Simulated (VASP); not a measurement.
# Cu (Pm-3m) in VASP: further runs

Runs on Cu. Level: PBEsol. Tasks: single point.

All numbers are computed with VASP 6.6.1; they aren't measurements. Logs are shortened: lines on timing, memory, paths and dates and some standing lists are left out, and cuts for length are marked.

**1. The cell of the first run**

The structure is cubic, space group Pm-3m (No. 221). Conventional cell: a = 2.165 Å, b = 2.165 Å, c = 2.165 Å, α = 90.00°, β = 90.00°, γ = 90.00°. Cu (site symmetry m-3m) has 6 Cu at 2.17 Å within 2.9 Å.

**2. Single point, PBEsol**

INCAR

```
SYSTEM = Cu
  PREC = Accurate
  ENCUT = 520
  EDIFF = 1E-7
  ISMEAR = -1
  SIGMA = 0.1
  LREAL = .FALSE.
  LASPH = .TRUE.
  NELM = 80
  ALGO = Normal
  ISIF = 2
  LWAVE = .FALSE.
  LCHARG = .FALSE.
  GGA = PS
  NBANDS = 12
```

KPOINTS

```
regular mesh
0
G
  10 10 10
  0 0 0
```

POSCAR

```
Cu
1.0
    2.1654130643      0.0000000000      0.0000000000
    0.0000000000      2.1654130643      0.0000000000
    0.0000000000      0.0000000000      2.1654130643
Cu
1
Direct
    0.0000000000      0.0000000000      0.0000000000
```

Potentials or basis: VASP PAW PBE potentials, release 64 (Cu).

The run is started by

```sh
$ cat potpaw_PBE.64/Cu/POTCAR > POTCAR
$ mpirun -np 1 vasp_std > vasp.out
```

OUTCAR:

```text
SYSTEM = Cu
   PREC = Accurate
   ENCUT = 520
   EDIFF = 1E-7
   ISMEAR = -1
   LREAL = .FALSE.
   LASPH = .TRUE.
   NELM = 80
   ISIF = 2
   GGA = PS

 ion  position               nearest neighbor table
   1  0.000  0.000  0.000-

  LATTYP: Found a simple cubic cell.
 ALAT       =     2.1654130643

  Lattice vectors:

 A1 = (   2.1654130643,   0.0000000000,   0.0000000000)
 A2 = (   0.0000000000,   2.1654130643,   0.0000000000)
 A3 = (   0.0000000000,   0.0000000000,   2.1654130643)

Analysis of symmetry for initial positions (statically):
=====================================================================
 Subroutine PRICEL returns:
 Original cell was already a primitive cell.

 Routine SETGRP: Setting up the symmetry group for a
 simple cubic supercell.

 Subroutine GETGRP returns: Found 48 space group operations
 (whereof 48 operations were pure point group operations)
 out of a pool of 48 trial point group operations.

The static configuration has the point symmetry O_h .

Analysis of symmetry for dynamics (positions and initial velocities):
=====================================================================
 Subroutine PRICEL returns:
 Original cell was already a primitive cell.

 Routine SETGRP: Setting up the symmetry group for a
 simple cubic supercell.

 Subroutine GETGRP returns: Found 48 space group operations
 (whereof 48 operations were pure point group operations)
 out of a pool of 48 trial point group operations.

The dynamic configuration has the point symmetry O_h .

 Subroutine INISYM returns: Found 48 space group operations
 (whereof 48 operations are pure point group operations),
 and found     1 'primitive' translations

----------------------------------------------------------------------------------------

                                     Primitive cell

  volume of cell :      10.1537

  direct lattice vectors                    reciprocal lattice vectors
     2.165413064  0.000000000  0.000000000     0.461805656  0.000000000  0.000000000
     0.000000000  2.165413064  0.000000000     0.000000000  0.461805656  0.000000000
     0.000000000  0.000000000  2.165413064     0.000000000  0.000000000  0.461805656

  length of vectors
     2.165413064  2.165413064  2.165413064     0.461805656  0.461805656  0.461805656

  position of ions in fractional coordinates (direct lattice)
     0.000000000  0.000000000  0.000000000

  ion indices of the primitive-cell ions
   primitive index   ion index
[... 73 lines left out ...]
   EDIFF  = 0.1E-06   stopping-criterion for ELM
   LREAL  =      F    real-space projection
   EDIFFG = 0.1E-05   stopping-criterion for IOM
   NSW    =      0    number of steps for IOM
   IBRION =     -1    ionic relax: 0-MD 1-quasi-New 2-CG
   NFREE  =      0    steps in history (QN), initial steepest desc. (CG)
   ISIF   =      2    stress and relaxation
   ISYM   =      2    0-nonsym 1-usesym 2-fastsym
   POTIM  = 0.5000    time-step for ionic-motion
   TEBEG  =    0.0;   TEEND  =   0.0 temperature during run
   PSTRESS=    0.0 pullay stress
   NELECT =      11.0000    total number of electrons
   NUPDOWN=      -1.0000    fix difference up-down
   EMIN   =  10.00;   EMAX   =-10.00  energy-range for DOS
   EFERMI =   0.00;   METHOD = LEGACY
   ISMEAR =    -1;   SIGMA  =   0.10  broadening in eV -4-tet -1-fermi 0-gaus
   EFERMI_NEDOS =   21; number of points for ismear=-14 and -15
   IALGO  =     38    algorithm
   IMIX   =      4    mixing-type and parameters
     AMIX     =   0.40;   BMIX     =  1.00
     AMIX_MAG =   1.60;   BMIX_MAG =  1.00
  volume/ion in A,a.u.               =      10.15        68.52
  Fermi-wavevector in a.u.,A,eV,Ry     =   1.681377  3.177341 38.464037  2.827027
  Thomas-Fermi vector in A             =   2.764944
   LORBIT       =      0    0 simple, 1 ext, 2 COOP (PROOUT), +10 PAW based schemes
   GGA     = PS    functional components
   LHFCALC =     F    Hartree Fock is set to
   AEXX    =    0.0000 exact exchange contribution
   IVDW    =     0    specifies the selected vdW correction
   LEPSILON=     F    determine dielectric tensor
   LRPA    =     F    only Hartree local field effects (RPA)
 non-spin polarized calculation
  energy-cutoff  :      520.00
  volume of cell :       10.15
 maximum number of plane-waves:       292
   NGX =  9   NGY =  9   NGZ =  9

 number of electron      10.9999983 magnetization

 Free energy of the ion-electron system (eV)
  ---------------------------------------------------
  ext. energy  EPLUGINS =         0.00000000
  ---------------------------------------------------
  free energy    TOTEN  =        -3.34422455 eV

  energy without entropy =       -3.33848758  energy(sigma->0) =       -3.34135606

 E-fermi :   9.3376     XC(G=0): -13.7251

 val. band max:        8.9285813512   @ k =   0.3000   0.3000   0.2000
 cond. band min:       9.3554492923   @ k =   0.4000   0.3000   0.0000
 fundamental gap:      0.4268679411
 Fermi energy:         9.3375631303

 k-point     1 :       0.0000    0.0000    0.0000
  band No.  band energies     occupation
      1      -1.0646      2.00000
      2       3.8962      2.00000
      3       3.8962      2.00000
      4       7.8779      2.00000
      5       7.8779      2.00000
      6       7.8779      2.00000
      7      30.4648      0.00000
      8      30.4648      0.00000
      9      30.4648      0.00000
     10      34.5153      0.00000
     11      34.5153      0.00000
     12      39.9989      0.00000
[... 331 lines left out ...]
 k-point    24 :       0.3000    0.1000    0.1000
  band No.  band energies     occupation
      1       2.2266      2.00000
      2       4.5061      2.00000
      3       5.2392      2.00000
      4       6.8498      2.00000
      5       7.1900      2.00000
      6       7.7099      2.00000
      7      18.3293      0.00000
      8      29.8165      0.00000
      9      30.8357      0.00000
     10      39.3601      0.00000
     11      41.4947      0.00000
     12      42.8446      0.00000

 [... further k-points ...]
[... 5 lines left out ...]
  --------------------------------------------------------------------------------------
  -------------------------------------------------------------------------------------
  Total        3.8434494      3.8434494      3.8434494      0.0000000      0.0000000      0.0000000
  in kB      606.4702337    606.4702337    606.4702337      0.0000000      0.0000000      0.0000000
  external PRESSURE =     606.4702337 kB  Pullay stress =       0.0000000 kB

 VOLUME and BASIS-vectors are now :
 -----------------------------------------------------------------------------
  energy-cutoff  :      520.00
  volume of cell :       10.15
      direct lattice vectors                 reciprocal lattice vectors
     2.165413064  0.000000000  0.000000000     0.461805656  0.000000000  0.000000000
     0.000000000  2.165413064  0.000000000     0.000000000  0.461805656  0.000000000
     0.000000000  0.000000000  2.165413064     0.000000000  0.000000000  0.461805656

 POSITION                                       TOTAL-FORCE (eV/Angst)
 -----------------------------------------------------------------------------------
      0.00000      0.00000      0.00000         0.000000      0.000000      0.000000
 -----------------------------------------------------------------------------------
    total drift:                               -0.000000     -0.000000      0.000000

  FREE ENERGIE OF THE ION-ELECTRON SYSTEM (eV)
  ---------------------------------------------------
  free  energy   TOTEN  =        -3.3442245473 eV

  energy  without entropy=       -3.3384875767  energy(sigma->0) =       -3.34135606
```

OSZICAR:

```text
N       E                     dE             d eps       ncg     rms          rms(c)
DAV:   1     0.422291731102E+02    0.42229E+02   -0.53594E+03  1500   0.162E+03
DAV:   2    -0.285523274875E+01   -0.45084E+02   -0.41344E+02  1412   0.210E+02
DAV:   3    -0.424417240541E+01   -0.13889E+01   -0.13772E+01  1536   0.408E+01
DAV:   4    -0.425216854724E+01   -0.79961E-02   -0.79948E-02  1484   0.279E+00
DAV:   5    -0.425223720820E+01   -0.68661E-04   -0.68658E-04  1560   0.258E-01    0.789E+00
DAV:   6    -0.362087009682E+01    0.63137E+00   -0.10642E+01  1536   0.673E+01    0.282E+00
DAV:   7    -0.336337407661E+01    0.25750E+00   -0.14292E+00  1548   0.246E+01    0.618E-01
DAV:   8    -0.334718126452E+01    0.16193E-01   -0.61414E-03  1616   0.145E+00    0.394E-01
DAV:   9    -0.334423600301E+01    0.29453E-02   -0.12349E-02  1604   0.197E+00    0.419E-02
DAV:  10    -0.334422421220E+01    0.11791E-04   -0.12781E-04  1916   0.209E-01    0.502E-03
DAV:  11    -0.334422464248E+01   -0.43028E-06   -0.17628E-06  1844   0.239E-02    0.116E-03
DAV:  12    -0.334422454730E+01    0.95173E-07   -0.79817E-08   968   0.429E-03
   1 F= -.33442245E+01 E0= -.33413561E+01  d E =-.573697E-02
```

stdout:

```text
POSCAR found type information on POSCAR Cu
 POSCAR found :  1 types and       1 ions
 scaLAPACK will be used
 -----------------------------------------------------------------------------
|                                                                             |
|                                                                             |
|     You enforced a specific xc type in the INCAR file but a different       |
|     I HOPE YOU KNOW WHAT YOU ARE DOING!                                     |
|                                                                             |
 -----------------------------------------------------------------------------

 LDA part: xc-table for (Slater+PW92), standard interpolation
 POSCAR, INCAR and KPOINTS ok, starting setup
 FFT: planning ... GRIDC
 FFT: planning ... GRID_SOFT
 FFT: planning ... GRID
 WAVECAR not read
 entering main loop
```

Wall time 5.6 s (1 thread of Intel Xeon 8259CL, shared host); peak memory 0.11 GiB.

What came out:

```
Free energy : -3.3442 eV
Pressure    : 60.6 GPa
```

Caveat: the PAW data sets were made with another functional, which shifts forces and pressure a little.

**3. Single point, PBEsol**

This run uses another cell than the first one, of 11.65 Å³/atom, 1.147 times its volume.

INCAR

```
PREC = Accurate
ENCUT = 520
EDIFF = 1E-7
ISMEAR = -1
SIGMA = 0.1
LREAL = F
LASPH = T
NELM = 80
ALGO = Normal
ISIF = 2
LWAVE = F
LCHARG = F
GGA = PS
NBANDS = 12
```

KPOINTS

```
regular mesh
0
Gamma
  10 10 10
```

POSCAR

```
Cu
1.0
    2.2666780065      0.0000000000      0.0000000000
    0.0000000000      2.2666780065      0.0000000000
    0.0000000000      0.0000000000      2.2666780065
Cu
1
Direct
    0.0000000000      0.0000000000      0.0000000000
```

Potentials or basis: VASP PAW PBE potentials, release 64 (Cu).

The run is started by

```sh
$ cat potpaw_PBE.64/Cu/POTCAR > POTCAR
$ mpirun -np 1 vasp_std > vasp.out
```

Run time: 9.1 s. Hardware: 1 thread of Intel Xeon 8259CL, shared host; peak memory 0.12 GiB.

The run converged. Its results:

- Free energy: -3.7017 eV
- Pressure: 20.5 GPa

Levels at points of the mesh, in eV from the Fermi level:
| k point | band 2 | band 3 | band 4 | band 5 | band 6 | band 7 | band 8 | band 9 |
| --- | --- | --- | --- | --- | --- | --- | --- | --- |
| (0.00, 0.00, 0.00) | -4.63 | -4.63 | -1.38 | -1.38 | -1.38 | 19.49 | 19.49 | 19.49 |
| (0.50, 0.00, 0.00) | -4.21 | -2.39 | -2.39 | -1.98 | -1.29 | 2.65 | 24.98 | 27.09 |
| (0.50, 0.50, 0.00) | -3.88 | -2.19 | -2.19 | -0.69 | 4.53 | 4.53 | 10.63 | 10.81 |
| (0.50, 0.50, 0.50) | -4.25 | -4.25 | -0.63 | -0.63 | 11.34 | 11.34 | 11.34 | 13.83 |

Caveat: the PAW data sets were made with another functional, which shifts forces and pressure a little.

**4. Single point, PBEsol**

This run uses another cell than the first one, of 10.77 Å³/atom, 1.061 times its volume.

INCAR

```
SYSTEM = Cu
PREC = Accurate
ENCUT = 520
EDIFF = 1E-6
ISMEAR = -1
SIGMA = 0.1
LREAL = .FALSE.
LASPH = .TRUE.
NELM = 100
ALGO = Normal
ISIF = 2
LWAVE = .FALSE.
LCHARG = .TRUE.
GGA = PS
LELF = .TRUE.
LVHAR = .TRUE.
NBANDS = 12
```

KPOINTS

```
regular mesh
0
G
  10 10 10
  0 0 0
```

POSCAR

```
Cu
1.0
    2.2084713310      0.0000000000      0.0000000000
    0.0000000000      2.2084713310      0.0000000000
    0.0000000000      0.0000000000      2.2084713310
Cu
1
Direct
    0.0000000000      0.0000000000      0.0000000000
```

The run is started by

```sh
$ cat potpaw_PBE.64/Cu/POTCAR > POTCAR
$ mpirun -np 1 vasp_std > vasp.out
```

It took 5.7 s on 1 thread of Intel Xeon 8259CL, shared host; peak memory 0.12 GiB.

The run converged. Its results:

* Free energy: -3.5380 eV
* Pressure: 40.7 GPa

Levels at points of the mesh, in eV from the Fermi level:
| k point | band 1 | band 2 | band 3 | band 4 | band 5 | band 6 | band 7 | band 8 | band 9 | band 10 |
| --- | --- | --- | --- | --- | --- | --- | --- | --- | --- | --- |
| (0.00, 0.00, 0.00) | -9.91 | -5.07 | -5.07 | -1.42 | -1.42 | -1.42 | 20.41 | 20.41 | 20.41 | 24.31 |
| (0.50, 0.00, 0.00) | -5.39 | -4.60 | -2.57 | -2.57 | -2.30 | -1.32 | 3.00 | 25.69 | 28.26 | 28.59 |
| (0.50, 0.50, 0.00) | -5.72 | -4.20 | -2.34 | -2.34 | -0.65 | 4.67 | 4.67 | 11.23 | 11.62 | 33.07 |
| (0.50, 0.50, 0.50) | -4.68 | -4.68 | -4.68 | -0.59 | -0.59 | 12.03 | 12.03 | 12.03 | 14.00 | 17.56 |

Caveat: the PAW data sets were made with another functional, which shifts forces and pressure a little.

**5. Single point, PBEsol**

This run uses another cell than the first one, of 13.13 Å³/atom, 1.293 times its volume.

INCAR

```
PREC = Accurate
ENCUT = 520
EDIFF = 1E-6
ISMEAR = -1
SIGMA = 0.1
LREAL = F
LASPH = T
NELM = 100
ALGO = Normal
ISIF = 2
LWAVE = F
LCHARG = F
GGA = PS
NBANDS = 12
```

KPOINTS

```
regular mesh
0
Gamma
  10 10 10
```

POSCAR

```
Cu
1.0
    2.3590124543      0.0000000000      0.0000000000
    0.0000000000      2.3590124543      0.0000000000
    0.0000000000      0.0000000000      2.3590124543
Cu
1
Direct
    0.0000000000      0.0000000000      0.0000000000
```

The run is started by

```sh
$ cat potpaw_PBE.64/Cu/POTCAR > POTCAR
$ mpirun -np 1 vasp_std > vasp.out
```

It took 13 s on 1 thread of Intel Xeon 8259CL, shared host; peak memory 0.12 GiB.

The run converged. Its results:

* Free energy: -3.7897 eV
* Pressure: 0.5 GPa

Levels at points of the mesh, in eV from the Fermi level:
```csv
k point,band 2,band 3,band 4,band 5,band 6,band 7,band 8,band 9
"(0.00, 0.00, 0.00)",-4.05,-4.05,-1.32,-1.32,-1.32,18.13,18.13,18.13
"(0.50, 0.00, 0.00)",-3.70,-2.16,-2.16,-1.54,-1.25,2.17,23.87,24.90
"(0.50, 0.50, 0.00)",-3.44,-1.99,-1.99,-0.75,4.33,4.33,9.25,10.20
"(0.50, 0.50, 0.50)",-3.70,-3.70,-0.70,-0.70,10.39,10.39,10.39,13.50
```

Caveat: the PAW data sets were made with another functional, which shifts forces and pressure a little.

**6. Overview**

```tsv
cell	gap on the mesh (eV)	pressure (GPa)
a = 2.165 Å, 1 atom	none	60.6
a = 2.267 Å, 1 atom	none	20.5
a = 2.208 Å, 1 atom	none	40.7
a = 2.359 Å, 1 atom	none	0.5
```

Alike in all rows: task single point; level PBEsol; potentials or basis VASP PAW PBE potentials, release 64 (Cu); no spin polarisation; k mesh 10 × 10 × 10; cutoff (eV) 520; smearing fermi-dirac 0.1 eV.

Caveats: the PAW data sets were made with another functional, which shifts forces and pressure a little.

Absolute energies hang on the potentials; compare differences alone.
